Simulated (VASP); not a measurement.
Input of a VASP 6.6.1 run:

INCAR

```
  ALGO = Normal
  EDIFF = 1E-6
  ENCUT = 520
  GGA = PS
  ISIF = 2
  ISMEAR = 0
  LASPH = T
  LCHARG = T
  LELF = T
  LREAL = F
  LVHAR = T
  LWAVE = F
  NBANDS = 8
  NELM = 80
  PREC = Accurate
  SIGMA = 0.15
```

File KPOINTS:

```
k-points
0
Gamma
  18 18 18
```

Contents of POSCAR:

```
Li
1.0
    0.0000000000      2.2020000000      2.3176050000
    2.2020000000      0.0000000000      2.3176050000
    2.2020000000      2.2020000000      0.0000000000
Li
1
Direct
    0.0000000000      0.0000000000      0.0000000000
```

Potentials or basis: VASP PAW PBE potentials, release 64 (Li_sv).

Command:

```sh
$ cat potpaw_PBE.64/Li_sv/POTCAR > POTCAR
$ mpirun -np 1 vasp_std > vasp.out
```

Task: What does it give for the band gap on the k mesh?

Result: Zero (an odd number of electrons rules out a gap without spin polarisation).

Caveat: the cell differs from its parent crystal (strain +0.0525 x Voigt [0, 0, 1, 0, 0, 0]).
